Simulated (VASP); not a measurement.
Ir, 1 atom in the cell. It takes space group I4/mmm (No. 139, tetragonal). The conventional cell has a = 2.715 Å, b = 2.715 Å, c = 3.554 Å, α = 90.00°, β = 90.00°, γ = 90.00°. Within 3.5 Å of Ir (site symmetry 4/mmm) lie 12 Ir at 2.62 to 2.71 Å.  This cell differs from its parent crystal: volume 13.098 Å^3 an atom, c/a of the conventional cell 0.9257.

* Program: VASP 6.6.1
* Task: single point
* Functional: LDA
* Potentials or basis: VASP PAW LDA potentials, release 64 (Ir_sv_GW)
* Cutoff: 500 eV
* k mesh: 22 × 22 × 22
* Occupations: gaussian, width 0.15 eV
* Spin: no spin polarisation
* Dipole correction: no
* Second run: valence_matched
* Further INCAR settings: ALGO = Normal; EDIFF = 1e-06; NBANDS = 14

Potentials or basis: VASP PAW LDA potentials, release 64 (Ir_sv_GW).

Command:

```sh
$ cat potpaw_LDA.64/Ir_sv_GW/POTCAR > POTCAR
$ mpirun -np 1 vasp_std > vasp.out
```

Hardware: 1 thread of Intel(R) Xeon(R) 6975P-C (Granite Rapids) (shared host).

Q: Estimate the wall time of this run.

A: Wall time 46 s on 1 thread of Intel(R) Xeon(R) 6975P-C (Granite Rapids) (shared host), peak memory 0.25 GiB. Counts: scf iterations 12, k points 834.
